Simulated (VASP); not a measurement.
# W2Cl3 (P6/mmm) in VASP: a series of runs

The runs below take W2Cl3 through single point, relaxation of cell and atoms, with PBE.

Everything below comes from runs of VASP 6.6.1. Logs are shortened: lines on timing, memory, paths and dates and some standing lists are left out, and cuts for length are marked.

**1. The cell of the first run**

Symmetry: P6/mmm, No. 191, hexagonal system. The conventional cell has a = 5.648 Å, b = 5.648 Å, c = 4.779 Å, α = 90.00°, β = 90.00°, γ = 120.00°. Within 2.8 Å of W (site symmetry 6mm) lie 2 W at 2.15 to 2.63 Å. Within 3.7 Å of Cl (site symmetry mmm) lie 4 Cl at 2.82 Å and 4 W at 3.11 Å.

The cell was built from a structure type or drawn by symmetry, and may not be a known phase.

**2. Single point, PBE**

Input file INCAR:

```
SYSTEM = W2Cl3
PREC = Accurate
ENCUT = 520
EDIFF = 1E-6
ISMEAR = 0
SIGMA = 0.2
LREAL = .FALSE.
LASPH = .TRUE.
NELM = 100
ALGO = Normal
ISIF = 2
LWAVE = .FALSE.
LCHARG = .FALSE.
GGA = PE
NBANDS = 32
```

Input file KPOINTS:

```
Automatic mesh
0
G
  4 4 3
  0 0 0
```

Input file POSCAR:

```
W2Cl3
1.0
    5.6482579074      0.0000000033      0.0000000000
   -2.8241289565      4.8915348333      0.0000000000
    0.0000000000      0.0000000000      4.7787712038
W Cl
2 3
Direct
    0.0000000000      0.0000000000      0.7747781517
    0.0000000000      0.0000000000      0.2252218483
    0.5000000000      0.0000000000      0.5000000000
    0.0000000000      0.5000000000      0.5000000000
    0.5000000000      0.5000000000      0.5000000000
```

Potentials or basis: VASP PAW PBE potentials, release 64 (W_sv, Cl).

On the command line:

```bash
$ cat potpaw_PBE.64/W_sv/POTCAR potpaw_PBE.64/Cl/POTCAR > POTCAR
$ mpirun -np 1 vasp_std > vasp.out
```

OUTCAR:

```text
SYSTEM = W2Cl3
   PREC = Accurate
   ENCUT = 520
   EDIFF = 1E-6
   ISMEAR = 0
   LREAL = .FALSE.
   LASPH = .TRUE.
   NELM = 100
   ISIF = 2
   GGA = PE

 ion  position               nearest neighbor table
   1  0.000  0.000  0.775-   2 2.15   2 2.63
   2  0.000  0.000  0.225-   1 2.15   1 2.63
   3  0.500  0.000  0.500-
   4  0.000  0.500  0.500-
   5  0.500  0.500  0.500-

  LATTYP: Found a hexagonal cell.
 ALAT       =     5.6482579074
 C/A-ratio  =     0.8460610833

  Lattice vectors:

 A1 = (   5.6482579074,   0.0000000033,   0.0000000000)
 A2 = (  -2.8241289565,   4.8915348333,   0.0000000000)
 A3 = (   0.0000000000,   0.0000000000,   4.7787712038)

Analysis of symmetry for initial positions (statically):
=====================================================================
 Subroutine PRICEL returns:
 Original cell was already a primitive cell.

 Routine SETGRP: Setting up the symmetry group for a
 hexagonal supercell.

 Subroutine GETGRP returns: Found 24 space group operations
 (whereof 24 operations were pure point group operations)
 out of a pool of 24 trial point group operations.

The static configuration has the point symmetry D_6h.

Analysis of symmetry for dynamics (positions and initial velocities):
=====================================================================
 Subroutine PRICEL returns:
 Original cell was already a primitive cell.

 Routine SETGRP: Setting up the symmetry group for a
 hexagonal supercell.

 Subroutine GETGRP returns: Found 24 space group operations
 (whereof 24 operations were pure point group operations)
 out of a pool of 24 trial point group operations.

The dynamic configuration has the point symmetry D_6h.

 Subroutine INISYM returns: Found 24 space group operations
 (whereof 24 operations are pure point group operations),
 and found     1 'primitive' translations

----------------------------------------------------------------------------------------

                                     Primitive cell

  volume of cell :     132.0310

  direct lattice vectors                    reciprocal lattice vectors
     5.648257907  0.000000003  0.000000000     0.177045740  0.102217406  0.000000000
[... 71 lines left out ...]
   LSORBIT =      F    spin-orbit coupling
   LASPH  =      T    aspherical Exc in radial PAW
   ENCUT  =  520.0 eV  38.22 Ry    6.18 a.u.  10.50 10.50  8.89*2*pi/ulx,y,z
   NELM   =    100;   NELMIN=  2; NELMDL= -5     # of ELM steps
   EDIFF  = 0.1E-05   stopping-criterion for ELM
   LREAL  =      F    real-space projection
   EDIFFG = 0.1E-04   stopping-criterion for IOM
   NSW    =      0    number of steps for IOM
   IBRION =     -1    ionic relax: 0-MD 1-quasi-New 2-CG
   NFREE  =      0    steps in history (QN), initial steepest desc. (CG)
   ISIF   =      2    stress and relaxation
   ISYM   =      2    0-nonsym 1-usesym 2-fastsym
   POTIM  = 0.5000    time-step for ionic-motion
   TEBEG  =    0.0;   TEEND  =   0.0 temperature during run
   PSTRESS=    0.0 pullay stress
   NELECT =      49.0000    total number of electrons
   NUPDOWN=      -1.0000    fix difference up-down
   EMIN   =  10.00;   EMAX   =-10.00  energy-range for DOS
   EFERMI =   0.00;   METHOD = LEGACY
   ISMEAR =     0;   SIGMA  =   0.20  broadening in eV -4-tet -1-fermi 0-gaus
   EFERMI_NEDOS =   21; number of points for ismear=-14 and -15
   IALGO  =     38    algorithm
   IMIX   =      4    mixing-type and parameters
     AMIX     =   0.40;   BMIX     =  1.00
     AMIX_MAG =   1.60;   BMIX_MAG =  1.00
  volume/ion in A,a.u.               =      26.41       178.20
  Fermi-wavevector in a.u.,A,eV,Ry     =   1.176472  2.223210 18.831635  1.384086
  Thomas-Fermi vector in A             =   2.312835
   LORBIT       =      0    0 simple, 1 ext, 2 COOP (PROOUT), +10 PAW based schemes
   GGA     = PE    functional components
   LHFCALC =     F    Hartree Fock is set to
   AEXX    =    0.0000 exact exchange contribution
   IVDW    =     0    specifies the selected vdW correction
   LEPSILON=     F    determine dielectric tensor
   LRPA    =     F    only Hartree local field effects (RPA)
 non-spin polarized calculation
 Gauss-broadening in eV      SIGMA  =   0.20
  energy-cutoff  :      520.00
  volume of cell :      132.03
 maximum number of plane-waves:      3594
 NGX is ok and might be reduce to    42
   NGX = 21   NGY = 21   NGZ = 17

 number of electron      48.9999996 magnetization

 Free energy of the ion-electron system (eV)
  ---------------------------------------------------
  ext. energy  EPLUGINS =         0.00000000
  ---------------------------------------------------
  free energy    TOTEN  =       -23.46652039 eV

  energy without entropy =      -23.24447866  energy(sigma->0) =      -23.35549952

 E-fermi :   2.9292     XC(G=0):  -9.0204

 val. band max:        2.9112743772   @ k =   0.2500  -0.0000   0.0000
 cond. band min:       2.9525227755   @ k =   0.2500  -0.0000   0.3333
 fundamental gap:      0.0412483982
 Fermi energy:         2.9292486079

 k-point     1 :       0.0000    0.0000    0.0000
  band No.  band energies     occupation
      1     -71.5307      2.00000
      2     -71.0725      2.00000
      3     -37.1903      2.00000
      4     -35.7927      2.00000
      5     -35.7927      2.00000
      6     -35.3200      2.00000
[... 269 lines left out ...]
     31       5.4703      0.00000
     32       6.6044      0.00000

------------------------ aborting loop because EDIFF is reached ----------------------------------------

  FORCE on cell =-STRESS in cart. coord.  units (eV):
  Direction    XX          YY          ZZ          XY          YZ          ZX
  --------------------------------------------------------------------------------------
  -------------------------------------------------------------------------------------
  Total        0.0762363      0.0762363      1.3310136      0.0000000     -0.0000000      0.0000000
  in kB        0.9251161      0.9251161     16.1516605      0.0000000     -0.0000000      0.0000000
  external PRESSURE =       6.0006309 kB  Pullay stress =       0.0000000 kB

 VOLUME and BASIS-vectors are now :
 -----------------------------------------------------------------------------
  energy-cutoff  :      520.00
  volume of cell :      132.03
      direct lattice vectors                 reciprocal lattice vectors
     5.648257907  0.000000003  0.000000000     0.177045740  0.102217406  0.000000000
    -2.824128957  4.891534833  0.000000000    -0.000000000  0.204434811  0.000000000
     0.000000000  0.000000000  4.778771204     0.000000000  0.000000000  0.209258815

 POSITION                                       TOTAL-FORCE (eV/Angst)
 -----------------------------------------------------------------------------------
      0.00000      0.00000      3.70249         0.000000      0.000000     -0.594832
      0.00000      0.00000      1.07628        -0.000000     -0.000000      0.594832
      2.82413      0.00000      2.38939        -0.000000      0.000000      0.000000
     -1.41206      2.44577      2.38939        -0.000000      0.000000      0.000000
      1.41206      2.44577      2.38939        -0.000000      0.000000      0.000000
 -----------------------------------------------------------------------------------
    total drift:                                0.000000     -0.000000     -0.000000

  FREE ENERGIE OF THE ION-ELECTRON SYSTEM (eV)
  ---------------------------------------------------
  free  energy   TOTEN  =       -23.4665203907 eV

  energy  without entropy=      -23.2444786592  energy(sigma->0) =      -23.35549952
```

OSZICAR:

```text
N       E                     dE             d eps       ncg     rms          rms(c)
DAV:   1     0.505272455744E+03    0.50527E+03   -0.26714E+04   568   0.145E+03
DAV:   2     0.924635922839E+01   -0.49603E+03   -0.47451E+03   600   0.401E+02
DAV:   3    -0.257178935006E+02   -0.34964E+02   -0.32834E+02   704   0.965E+01
DAV:   4    -0.266186806565E+02   -0.90079E+00   -0.89589E+00   584   0.160E+01
DAV:   5    -0.266402730389E+02   -0.21592E-01   -0.21591E-01   672   0.274E+00    0.233E+01
DAV:   6    -0.245094750296E+02    0.21308E+01   -0.56190E+00   584   0.165E+01    0.118E+01
DAV:   7    -0.241279683012E+02    0.38151E+00   -0.69717E+00   624   0.107E+01    0.840E+00
DAV:   8    -0.235022916981E+02    0.62568E+00   -0.71982E-01   544   0.614E+00    0.246E+00
DAV:   9    -0.234712714175E+02    0.31020E-01   -0.19888E-01   576   0.224E+00    0.681E-01
DAV:  10    -0.234727360657E+02   -0.14646E-02   -0.29090E-02   584   0.919E-01    0.676E-01
DAV:  11    -0.234664504837E+02    0.62856E-02   -0.73281E-03   616   0.511E-01    0.138E-01
DAV:  12    -0.234666041853E+02   -0.15370E-03   -0.65076E-04   544   0.172E-01    0.922E-02
DAV:  13    -0.234665386576E+02    0.65528E-04   -0.11332E-04   600   0.956E-02    0.451E-02
DAV:  14    -0.234665208107E+02    0.17847E-04   -0.40601E-05   608   0.323E-02    0.833E-03
DAV:  15    -0.234665203907E+02    0.42000E-06   -0.80093E-06   568   0.222E-02
   1 F= -.23466520E+02 E0= -.23355500E+02  d E =-.222042E+00
```

stdout:

```text
POSCAR found type information on POSCAR W Cl
 POSCAR found :  2 types and       5 ions
 scaLAPACK will be used
 LDA part: xc-table for (Slater+PW92), standard interpolation
 POSCAR, INCAR and KPOINTS ok, starting setup
 FFT: planning ... GRIDC
 FFT: planning ... GRID_SOFT
 FFT: planning ... GRID
 WAVECAR not read
 entering main loop
```

It took 32 s on 1 thread of Intel Xeon 6975P-C (Granite Rapids), shared host; peak memory 0.25 GiB.

What came out:

| Quantity | Value |
| --- | --- |
| Free energy | -23.4665 eV |
| Pressure | 0.6 GPa |
| Largest force | 0.595 eV/Å |
| Band gap on the k mesh | zero (an odd number of electrons rules out a gap without spin polarisation) |

Forces on the atoms (eV/Å):
```
W    0.000  0.000 -0.595
W    0.000  0.000  0.595
Cl   0.000  0.000  0.000
Cl   0.000  0.000  0.000
Cl   0.000  0.000  0.000
```

Caveat: the k points lie up to 0.44 Å⁻¹ apart, too coarse for converged energies and pressures of a metal; spin-orbit coupling is left out, which moves the levels of the heavy elements; an odd number of electrons without spin polarisation forces a metal; a magnetic or distorted state may lie lower.

**3. Relaxation of cell and atoms, PBE**

This run uses another cell than the first one, of 23.63 Å³/atom.

Input file INCAR:

```
SYSTEM = W2Cl3
  PREC = Accurate
  ENCUT = 600
  EDIFF = 1E-6
  ISMEAR = 0
  SIGMA = 0.2
  LREAL = .FALSE.
  LASPH = .TRUE.
  NELM = 60
  ALGO = Normal
  ISIF = 3
  LWAVE = .FALSE.
  LCHARG = .FALSE.
  GGA = PE
  IBRION = 2
  NSW = 36
  EDIFFG = -0.08
```

Input file KPOINTS:

```
regular mesh
0
G
  4 4 3
  0 0 0
```

Input file POSCAR:

```
W2Cl3
1.0
    5.0022571900      0.0000000000      0.0000000000
   -2.5011286000      4.3320818000      0.0000000000
    0.0000000000      0.0000000000      5.4525206800
W Cl
2 3
Direct
    0.0000000000      0.0000000000      0.7555454700
    0.0000000000      0.0000000000      0.2444545300
    0.5000000000      0.0000000000      0.5000000000
    0.0000000000      0.5000000000      0.5000000000
    0.5000000000      0.5000000000      0.5000000000
```

Potentials or basis: VASP PAW PBE potentials, release 64 (W_sv, Cl).

On the command line:

```bash
$ cat potpaw_PBE.64/W_sv/POTCAR potpaw_PBE.64/Cl/POTCAR > POTCAR
$ mpirun -np 1 vasp_std > vasp.out
```

Run time: 3.6 min. Hardware: 1 thread of Intel Xeon 6975P-C (Granite Rapids), shared host; peak memory 0.27 GiB.

The run converged. Its results:

```
Free energy                           : -23.4671 eV
Relaxed volume                        : 26.41 Å³/atom
Relaxed cell                          : a = 5.654 Å, b = 5.654 Å, c = 4.771 Å, α = 90.00°, β = 90.00°, γ = 120.00°
Space group after relaxing (to 0.1 Å) : P6/mmm (No. 191)
Energy gained by relaxing             : 657.6 meV/atom
Ionic steps                           : 8
Pressure after relaxing               : 0.1 GPa
Largest force after relaxing          : 0.037 eV/Å
Band gap on the k mesh                : zero (an odd number of electrons rules out a gap without spin polarisation)
```

Forces on the atoms (eV/Å):
```
W    0.000  0.000  0.037
W    0.000  0.000 -0.037
Cl   0.000  0.000  0.000
Cl   0.000  0.000  0.000
Cl   0.000  0.000  0.000
```

Stress tensor (GPa, compression positive):
```
-0.02  0.00  0.00
 0.00 -0.02  0.00
 0.00  0.00  0.35
```

The path:
| step | energy change (eV) | largest force (eV/Å) | pressure (GPa) | volume (Å³) |
| --- | --- | --- | --- | --- |
| 1 | 0.0000 | 1.8109 | 2.92 | 118.16 |
| 2 | -2.9135 | 2.6020 | 8.05 | 122.31 |
| 3 | -3.1591 | 0.1398 | 4.29 | 122.08 |
| 4 | -3.1589 | 0.0606 | 4.57 | 122.11 |
| 5 | -3.2511 | 0.9508 | -1.86 | 134.85 |
| 6 | -3.2731 | 0.6432 | -0.12 | 130.71 |
| 7 | -3.2693 | 0.8185 | 0.50 | 133.50 |
| 8 | -3.2879 | 0.0366 | 0.10 | 132.06 |

Final structure:
```yaml
crystal:
  lattice:
    - [5.65382, 0.00000, 0.00000]
    - [-2.82691, 4.89635, 0.00000]
    - [0.00000, 0.00000, 4.77053]
  atoms:
    - { symbol: W, position: [0.00000, 0.00000, 0.77166] }
    - { symbol: W, position: [0.00000, 0.00000, 0.22834] }
    - { symbol: Cl, position: [0.50000, 0.00000, 0.50000] }
    - { symbol: Cl, position: [0.00000, 0.50000, 0.50000] }
    - { symbol: Cl, position: [0.50000, 0.50000, 0.50000] }
```

Levels at points of the mesh, in eV from the Fermi level:
| k point | band 20 | band 21 | band 22 | band 23 | band 24 | band 25 | band 26 | band 27 | band 28 | band 29 |
| --- | --- | --- | --- | --- | --- | --- | --- | --- | --- | --- |
| (0.00, 0.00, 0.00) | -2.44 | -1.52 | -1.24 | -0.66 | -0.66 | 0.20 | 0.20 | 1.74 | 1.74 | 3.12 |
| (0.50, 0.00, 0.00) | -2.61 | -2.29 | -2.21 | -0.74 | -0.22 | 0.65 | 0.78 | 1.09 | 1.12 | 2.35 |

Caveat: the k points lie up to 0.44 Å⁻¹ apart in the final cell, too coarse for converged energies and pressures of a metal; spin-orbit coupling is left out, which moves the levels of the heavy elements; an odd number of electrons without spin polarisation forces a metal; a magnetic or distorted state may lie lower; the relaxation stopped at a loose force limit of 0.08 eV/Å, so its end isn't a converged minimum.
